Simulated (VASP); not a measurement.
# Li (P1) in VASP: a series of runs

Li is run at these levels: PBEsol; tasks: single point.

Program: VASP 6.6.1. These are calculated values, not measurements. Logs are shortened: lines on timing, memory, paths and dates and some standing lists are left out, and cuts for length are marked.

## Step 1: The cell of the first run

The typed cell holds 16 atoms: a = 7.094 Å, b = 7.094 Å, c = 7.094 Å, α = 90.00°, β = 90.00°, γ = 90.00°.

## Step 2: Single point, PBEsol

The input, INCAR:

```
SYSTEM = Li
PREC     = Accurate       ! precision mode
ENCUT    = 520            ! plane-wave cutoff, eV
EDIFF    = 1E-7           ! SCF threshold, eV
ISMEAR   = -1             ! smearing method
SIGMA    = 0.11           ! smearing width, eV
LREAL    = Auto         
LASPH    = .TRUE.         ! aspherical terms in the spheres
NELM     = 60             ! most SCF steps
ALGO     = Normal         ! electronic algorithm
ISIF     = 2              ! what is computed and relaxed
LWAVE    = .FALSE.        ! write WAVECAR
LCHARG   = .FALSE.        ! write CHGCAR
GGA      = PS             ! functional
NBANDS   = 38             ! bands
```

The input, KPOINTS:

```
Automatic mesh
0
G
  2 2 2
  0 0 0
```

The input, POSCAR:

```
Li
1.0
    7.0944470000      0.0000000000      0.0000000000
    0.0000000000      7.0944470000      0.0000000000
    0.0000000000      0.0000000000      7.0944470000
Li
16
Direct
   -0.0190994450     -0.0031151124      0.0259921598
    0.5169254207     -0.0600328680      0.0865042758
   -0.0063852757      0.4669990487      0.0129678888
    0.0179154203      0.0109240368      0.4205260819
    0.3087485184      0.2684212032      0.2577226949
    0.5747593858      0.5472730997     -0.0012263112
    0.4050632840     -0.0238778301      0.4720029623
    0.7102879196      0.2821502508      0.3056052149
   -0.0227783786      0.4243882575      0.5579011303
    0.2469114224      0.6986168196      0.2728472001
    0.3011651225      0.1832560029      0.7679386427
    0.4875080468      0.5390272138      0.5038870542
    0.8171743337      0.7271602706      0.2796553417
    0.7440467171      0.1976616359      0.7197037345
    0.1815222525      0.7682064578      0.7097100028
    0.7912667471      0.7783975270      0.7148548717
```

Potentials or basis: VASP PAW PBE potentials, release 64 (Li_sv).

Command:

```
$ cat potpaw_PBE.64/Li_sv/POTCAR > POTCAR
$ mpirun -np 1 vasp_std > vasp.out
```

OUTCAR:

```text
SYSTEM = Li
   PREC = Accurate
   ENCUT = 520
   EDIFF = 1E-7
   ISMEAR = -1
   LREAL = Auto
   LASPH = .TRUE.
   NELM = 60
   ISIF = 2
   GGA = PS

 ion  position               nearest neighbor table
   1  0.981  0.997  0.026-
   2  0.517  0.940  0.087-
   3  0.994  0.467  0.013-
   4  0.018  0.011  0.421-
   5  0.309  0.268  0.258-
   6  0.575  0.547  0.999-
   7  0.405  0.976  0.472-
   8  0.710  0.282  0.306-
   9  0.977  0.424  0.558-  14 2.58
  10  0.247  0.699  0.273-
  11  0.301  0.183  0.768-
  12  0.488  0.539  0.504-
  13  0.817  0.727  0.280-
  14  0.744  0.198  0.720-   9 2.58
  15  0.182  0.768  0.710-
  16  0.791  0.778  0.715-

  LATTYP: Found a simple cubic cell.
 ALAT       =     7.0944470000

  Lattice vectors:

 A1 = (   7.0944470000,   0.0000000000,   0.0000000000)
 A2 = (   0.0000000000,   7.0944470000,   0.0000000000)
 A3 = (   0.0000000000,   0.0000000000,   7.0944470000)

Analysis of symmetry for initial positions (statically):
=====================================================================
 Subroutine PRICEL returns:
 Original cell was already a primitive cell.

 Routine SETGRP: Setting up the symmetry group for a
 simple cubic supercell.

 Subroutine GETGRP returns: Found  1 space group operations
 (whereof  1 operations were pure point group operations)
 out of a pool of 48 trial point group operations.

The static configuration has the point symmetry C_1 .

Analysis of symmetry for dynamics (positions and initial velocities):
=====================================================================
 Subroutine PRICEL returns:
 Original cell was already a primitive cell.

 Routine SETGRP: Setting up the symmetry group for a
 simple cubic supercell.

 Subroutine GETGRP returns: Found  1 space group operations
 (whereof  1 operations were pure point group operations)
 out of a pool of 48 trial point group operations.

The dynamic configuration has the point symmetry C_1 .

 Subroutine INISYM returns: Found  1 space group operations
 (whereof  1 operations are pure point group operations),
 and found     1 'primitive' translations

----------------------------------------------------------------------------------------

                                     Primitive cell

  volume of cell :     357.0719

  direct lattice vectors                    reciprocal lattice vectors
     7.094447000  0.000000000  0.000000000     0.140955313  0.000000000  0.000000000
     0.000000000  7.094447000  0.000000000     0.000000000  0.140955313  0.000000000
     0.000000000  0.000000000  7.094447000     0.000000000  0.000000000  0.140955313

  length of vectors
     7.094447000  7.094447000  7.094447000     0.140955313  0.140955313  0.140955313

  position of ions in fractional coordinates (direct lattice)
     0.980900555  0.996884888  0.025992160
     0.516925421  0.939967132  0.086504276
     0.993614724  0.466999049  0.012967889
     0.017915420  0.010924037  0.420526082
     0.308748518  0.268421203  0.257722695
     0.574759386  0.547273100  0.998773689
[... 8 lines left out ...]
     0.181522253  0.768206458  0.709710003
     0.791266747  0.778397527  0.714854872

  ion indices of the primitive-cell ions
   primitive index   ion index
                 1           1
                 2           2
                 3           3
                 4           4
                 5           5
                 6           6
[... 8 lines left out ...]
                15          15
                16          16

----------------------------------------------------------------------------------------

 KPOINTS: Automatic mesh

Automatic generation of k-mesh.
 Grid dimensions read from file:
 generate k-points for:    2    2    2

 Generating k-lattice:

  Cartesian coordinates                     Fractional coordinates (reciprocal lattice)
     0.070477657  0.000000000  0.000000000     0.500000000  0.000000000  0.000000000
     0.000000000  0.070477657  0.000000000     0.000000000  0.500000000  0.000000000
     0.000000000  0.000000000  0.070477657     0.000000000  0.000000000  0.500000000

  Length of vectors
     0.070477657  0.070477657  0.070477657

  Shift w.r.t. Gamma in fractional coordinates (k-lattice)
     0.000000000  0.000000000  0.000000000

 Subroutine IBZKPT returns following result:
 ===========================================

 Found      8 irreducible k-points:

 Following reciprocal coordinates:
            Coordinates               Weight
  0.000000  0.000000  0.000000      1.000000
  0.500000  0.000000  0.000000      1.000000
  0.000000  0.500000  0.000000      1.000000
  0.000000  0.000000  0.500000      1.000000
  0.500000  0.500000  0.000000      1.000000
  0.000000  0.500000  0.500000      1.000000
  0.500000  0.000000  0.500000      1.000000
  0.500000  0.500000  0.500000      1.000000
   k-points           NKPTS =      8   k-points in BZ     NKDIM =      8   number of bands    NBANDS=     38
   number of dos      NEDOS =    301   number of ions     NIONS =     16
   total plane-waves  NPLWV = 157464
   dimension x,y,z NGX =    54 NGY =   54 NGZ =   54
   dimension x,y,z NGXF=   108 NGYF=  108 NGZF=  108
   ions per type =              16
   NGX,Y,Z   is equivalent  to a cutoff of  12.65, 12.65, 12.65 a.u.
   NGXF,Y,Z  is equivalent  to a cutoff of  25.31, 25.31, 25.31 a.u.
 SYSTEM =  Li
   PREC   = accura    normal or accurate (medium, high low for compatibility)
   ISTART =      0    job   : 0-new  1-cont  2-samecut
   ICHARG =      2    charge: 1-file 2-atom 10-const
   ISPIN  =      1    spin polarized calculation?
   LNONCOLLINEAR =      F non collinear calculations
   LSORBIT =      F    spin-orbit coupling
   LASPH  =      T    aspherical Exc in radial PAW
   ENCUT  =  520.0 eV  38.22 Ry    6.18 a.u.  13.19 13.19 13.19*2*pi/ulx,y,z
   NELM   =     60;   NELMIN=  2; NELMDL= -5     # of ELM steps
   EDIFF  = 0.1E-06   stopping-criterion for ELM
   LREAL  =      T    real-space projection
   EDIFFG = 0.1E-05   stopping-criterion for IOM
   NSW    =      0    number of steps for IOM
   IBRION =     -1    ionic relax: 0-MD 1-quasi-New 2-CG
   NFREE  =      0    steps in history (QN), initial steepest desc. (CG)
   ISIF   =      2    stress and relaxation
   ISYM   =      2    0-nonsym 1-usesym 2-fastsym
   POTIM  = 0.5000    time-step for ionic-motion
   TEBEG  =    0.0;   TEEND  =   0.0 temperature during run
   PSTRESS=    0.0 pullay stress
   NELECT =      48.0000    total number of electrons
   NUPDOWN=      -1.0000    fix difference up-down
   EMIN   =  10.00;   EMAX   =-10.00  energy-range for DOS
   EFERMI =   0.00;   METHOD = LEGACY
   ISMEAR =    -1;   SIGMA  =   0.11  broadening in eV -4-tet -1-fermi 0-gaus
   EFERMI_NEDOS =   21; number of points for ismear=-14 and -15
   IALGO  =     38    algorithm
   IMIX   =      4    mixing-type and parameters
     AMIX     =   0.40;   BMIX     =  1.00
     AMIX_MAG =   1.60;   BMIX_MAG =  1.00
  volume/ion in A,a.u.               =      22.32       150.60
  Fermi-wavevector in a.u.,A,eV,Ry     =   0.838629  1.584780  9.568965  0.703299
  Thomas-Fermi vector in A             =   1.952715
   LORBIT       =      0    0 simple, 1 ext, 2 COOP (PROOUT), +10 PAW based schemes
   GGA     = PS    functional components
   LHFCALC =     F    Hartree Fock is set to
   AEXX    =    0.0000 exact exchange contribution
   IVDW    =     0    specifies the selected vdW correction
   LEPSILON=     F    determine dielectric tensor
   LRPA    =     F    only Hartree local field effects (RPA)
 non-spin polarized calculation
  energy-cutoff  :      520.00
  volume of cell :      357.07
 maximum number of plane-waves:      9771
 NGX is ok and might be reduce to    54
   NGX = 27   NGY = 27   NGZ = 27

 number of electron      48.0000026 magnetization

 Free energy of the ion-electron system (eV)
  ---------------------------------------------------
  ext. energy  EPLUGINS =         0.00000000
  ---------------------------------------------------
  free energy    TOTEN  =       -30.13237647 eV

  energy without entropy =      -29.77641490  energy(sigma->0) =      -29.95439568

 E-fermi :   0.1860     XC(G=0):  -6.7654

 val. band max:        0.1386415933   @ k =   0.0000   0.5000   0.5000
 cond. band min:       0.1896203851   @ k =   0.5000   0.5000   0.0000
 fundamental gap:      0.0509787918
 Fermi energy:         0.1859909883

 k-point     1 :       0.0000    0.0000    0.0000
  band No.  band energies     occupation
      1     -46.0624      2.00000
      2     -45.9749      2.00000
      3     -45.9459      2.00000
      4     -45.9294      2.00000
      5     -45.8671      2.00000
      6     -45.8209      2.00000
[... 28 lines left out ...]
     35       3.1367      0.00000
     36       3.4553      0.00000

 k-point     2 :       0.5000    0.0000    0.0000
  band No.  band energies     occupation
      1     -46.0623      2.00000
      2     -45.9748      2.00000
      3     -45.9459      2.00000
      4     -45.9293      2.00000
      5     -45.8671      2.00000
      6     -45.8208      2.00000
[... 28 lines left out ...]
     35       3.1935      0.00000
     36       3.4308      0.00000

 k-point     3 :       0.0000    0.5000    0.0000
  band No.  band energies     occupation
      1     -46.0623      2.00000
      2     -45.9748      2.00000
      3     -45.9459      2.00000
      4     -45.9293      2.00000
      5     -45.8671      2.00000
      6     -45.8208      2.00000
[... 28 lines left out ...]
     35       3.2616      0.00000
     36       3.3845      0.00000
[... 118 lines left out ...]
 k-point     7 :       0.5000    0.0000    0.5000
  band No.  band energies     occupation
      1     -46.0623      2.00000
      2     -45.9748      2.00000
      3     -45.9458      2.00000
      4     -45.9293      2.00000
      5     -45.8670      2.00000
      6     -45.8207      2.00000
[... 28 lines left out ...]
     35       3.7414      0.00000
     36       4.0798      0.00000

 k-point     8 :       0.5000    0.5000    0.5000
  band No.  band energies     occupation
      1     -46.0623      2.00000
      2     -45.9748      2.00000
      3     -45.9458      2.00000
      4     -45.9293      2.00000
      5     -45.8670      2.00000
      6     -45.8207      2.00000
[... 28 lines left out ...]
     35       3.0590      0.00000
     36       3.1642      0.00000
 [bands above 36 left out]

------------------------ aborting loop because EDIFF is reached ----------------------------------------

  FORCE on cell =-STRESS in cart. coord.  units (eV):
  Direction    XX          YY          ZZ          XY          YZ          ZX
  --------------------------------------------------------------------------------------
  -------------------------------------------------------------------------------------
  Total       -1.4491652     -0.5012279     -1.4390636      0.6158110      0.3438493      0.1119717
  in kB       -6.5023875     -2.2490036     -6.4570615      2.7631365      1.5428478      0.5024157
  external PRESSURE =      -5.0694842 kB  Pullay stress =       0.0000000 kB

 VOLUME and BASIS-vectors are now :
 -----------------------------------------------------------------------------
  energy-cutoff  :      520.00
  volume of cell :      357.07
      direct lattice vectors                 reciprocal lattice vectors
     7.094447000  0.000000000  0.000000000     0.140955313  0.000000000  0.000000000
     0.000000000  7.094447000  0.000000000     0.000000000  0.140955313  0.000000000
     0.000000000  0.000000000  7.094447000     0.000000000  0.000000000  0.140955313

 POSITION                                       TOTAL-FORCE (eV/Angst)
 -----------------------------------------------------------------------------------
      6.95895      7.07235      0.18440         0.152980      0.124663     -0.093843
      3.66730      6.66855      0.61370         0.056906      0.167392     -0.256359
      7.04915      3.31310      0.09200         0.074814     -0.053174     -0.090557
      0.12710      0.07750      2.98340        -0.014432      0.294932      0.272213
      2.19040      1.90430      1.82840        -0.344478      0.160708     -0.201245
      4.07760      3.88260      7.08575        -0.230042     -0.227089     -0.179603
[... 8 lines left out ...]
      1.28780      5.45000      5.03500         0.153570     -0.192713      0.321035
      5.61360      5.52230      5.07150        -0.300943     -0.008796     -0.051099
 -----------------------------------------------------------------------------------
    total drift:                                0.001537      0.000020      0.000771

  FREE ENERGIE OF THE ION-ELECTRON SYSTEM (eV)
  ---------------------------------------------------
  free  energy   TOTEN  =       -30.1323764687 eV

  energy  without entropy=      -29.7764148977  energy(sigma->0) =      -29.95439568
```

Wall time 5.3 min (1 thread of AMD EPYC 7R13, shared host); peak memory 0.34 GiB.

Results:

```
Free energy            : -30.1324 eV
Largest force          : 0.753 eV/Å
Band gap on the k mesh : zero (band 24 reaches 0.57 eV, above the bottom of band 25 at -0.12 eV)
```

Forces in eV/Å, atoms in the order of the input:
```
Li   0.153  0.125 -0.094
Li   0.057  0.167 -0.256
Li   0.075 -0.053 -0.091
Li  -0.014  0.295  0.272
Li  -0.344  0.161 -0.201
Li  -0.230 -0.227 -0.180
Li   0.744 -0.078  0.092
Li   0.065 -0.241 -0.259
Li   0.516  0.281 -0.221
Li  -0.366 -0.104 -0.335
Li  -0.147  0.318  0.181
Li   0.206 -0.063  0.361
Li  -0.252 -0.206  0.227
Li  -0.313 -0.172  0.235
Li   0.154 -0.193  0.321
Li  -0.301 -0.009 -0.051
```

Caveat: the k points lie up to 0.44 Å⁻¹ apart; the cutoff is under 1.25 times the usual one of these potentials, so pressure, stress and relaxed cells hold a basis-set (Pulay) error; the PAW data sets were made with another functional, which shifts forces and pressure a little.

## Step 3: Single point, PBEsol

The input, INCAR:

```
PREC     = Accurate       # precision mode
ENCUT    = 520            # plane-wave cutoff, eV
EDIFF    = 1E-6           # SCF threshold, eV
ISMEAR   = -1             # smearing method
SIGMA    = 0.11           # smearing width, eV
LREAL    = Auto         
LASPH    = True           # aspherical terms in the spheres
NELM     = 80             # most SCF steps
ALGO     = Normal         # electronic algorithm
ISIF     = 2              # what is computed and relaxed
LWAVE    = False          # write WAVECAR
LCHARG   = False          # write CHGCAR
GGA      = PS             # functional
NBANDS   = 38             # bands
```

The input, KPOINTS:

```
Automatic mesh
0
Gamma
  2 2 2
```

The input, POSCAR:

```
Li
1.0
    7.0944470000      0.0000000000      0.0000000000
    0.0000000000      7.0944470000      0.0000000000
    0.0000000000      0.0000000000      7.0944470000
Li
16
Direct
    0.0341816635      0.0020579476     -0.0065967087
    0.4743992026     -0.0138136207      0.0335473646
   -0.0728598015      0.4433467471     -0.0756789077
    0.0181550444      0.0022129984      0.5484571243
    0.3253389588      0.2286999959      0.2945543183
    0.5077915164      0.5065511096      0.0051871555
    0.5391258825     -0.0536334967      0.5117664562
    0.7469503966      0.2297007787      0.2101079901
    0.0131511307      0.5394218887      0.5268486747
    0.2031307021      0.7257225264      0.2021581104
    0.2497728153      0.2441064117      0.7773403621
    0.4995456305      0.4987421853      0.5298087363
    0.7584805412      0.6862127520      0.2473201928
    0.7140514264      0.2502097767      0.7360404553
    0.2977258129      0.7858117764      0.7744648737
    0.7461328557      0.7300921411      0.7912103650
```

Potentials or basis: VASP PAW PBE potentials, release 64 (Li_sv).

Command:

```
$ cat potpaw_PBE.64/Li_sv/POTCAR > POTCAR
$ mpirun -np 1 vasp_std > vasp.out
```

Run time: 4.3 min. Hardware: 1 thread of AMD EPYC 7R13, shared host; peak memory 0.34 GiB.

It converged, with:

```
Free energy            : -30.1595 eV
Largest force          : 0.877 eV/Å
Band gap on the k mesh : zero (band 24 reaches 0.60 eV, above the bottom of band 25 at -0.15 eV)
```

Forces in eV/Å, atoms in the order of the input:
```
Li  -0.388  0.022  0.043
Li   0.412  0.013 -0.114
Li   0.702  0.228  0.474
Li  -0.119 -0.039 -0.224
Li  -0.429  0.109 -0.021
Li  -0.269 -0.164 -0.032
Li  -0.064  0.053 -0.189
Li   0.147  0.022  0.317
Li   0.045 -0.235  0.050
Li   0.152 -0.174  0.181
Li   0.293  0.120 -0.055
Li   0.026  0.165 -0.062
Li  -0.029  0.265 -0.020
Li  -0.251 -0.448 -0.150
Li  -0.262 -0.362 -0.164
Li   0.034  0.423 -0.034
```

Levels at points of the mesh, in eV from the Fermi level:
```tsv
k point	band 21	band 22	band 23	band 24	band 25	band 26
(0.00, 0.00, 0.00)	-0.94	-0.89	-0.78	0.41	0.42	0.47
(0.50, 0.00, 0.00)	-0.51	-0.46	-0.43	-0.39	-0.28	-0.23
(0.00, 0.50, 0.00)	-0.52	-0.49	-0.42	-0.37	-0.34	-0.24
(0.00, 0.00, 0.50)	-0.53	-0.43	-0.42	-0.29	-0.22	-0.19
(0.50, 0.50, 0.00)	-0.12	-0.07	0.00	0.07	0.15	0.29
(0.00, 0.50, 0.50)	-0.13	-0.06	0.02	0.06	0.13	0.27
(0.50, 0.00, 0.50)	-0.13	-0.05	-0.04	0.10	0.16	0.23
(0.50, 0.50, 0.50)	-1.53	-1.52	-1.41	-1.30	1.88	1.97
```

Caveat: the k points lie up to 0.44 Å⁻¹ apart; the cutoff is under 1.25 times the usual one of these potentials, so pressure, stress and relaxed cells hold a basis-set (Pulay) error; the PAW data sets were made with another functional, which shifts forces and pressure a little.
